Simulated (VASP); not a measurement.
Input of a VASP 6.6.1 run:

File INCAR:

```
SYSTEM = ZnS
  PREC = Accurate
  ENCUT = 520
  EDIFF = 1E-6
  ISMEAR = 0
  SIGMA = 0.02
  LREAL = .False.
  LASPH = .True.
  NELM = 80
  ALGO = Normal
  ISIF = 2
  LWAVE = .False.
  LCHARG = .False.
  NBANDS = 16
```

The input KPOINTS:

```
regular mesh
0
Gamma
  10 10 10
  0 0 0
```

POSCAR

```
ZnS
1.0
    0.0000000000      2.6483447028      2.6483447028
    2.6483447028      0.0000000000      2.6483447028
    2.6483447028      2.6483447028      0.0000000000
Zn S
1 1
Direct
    0.0000000000      0.0000000000      0.0000000000
    0.7500000000      0.7500000000      0.7500000000
```

Potentials or basis: VASP PAW LDA potentials, release 64 (Zn, S).

Launch:

```sh
$ cat potpaw_LDA.64/Zn/POTCAR potpaw_LDA.64/S/POTCAR > POTCAR
$ mpirun -np 1 vasp_std > vasp.out
```

Problem. What does it give for the band gap on the k mesh?

Solution. 2.16 eV, direct.

Problem. Predict the pressure.

Solution. 0.2 GPa.

**The experiment to reproduce.**

From “Electronic, vibrational, and thermodynamic properties of ZnS (zincblende and rocksalt structure)”, 2009, arxiv:0911.5022, for a bulk crystal of ZnS at 19 K: band gap 3.85 eV (direct).

A measured gap of ZnS is 3.85 eV (direct; 19 K; quoted in “Electronic, vibrational, and thermodynamic properties of ZnS (zincblende and rocksalt structure)”, 2009, arxiv:0911.5022); the calculated 2.16 eV misses it by -1.69 eV. The value is that of LDA, without temperature or zero-point motion. Semilocal functionals fall short of measured gaps as a rule.
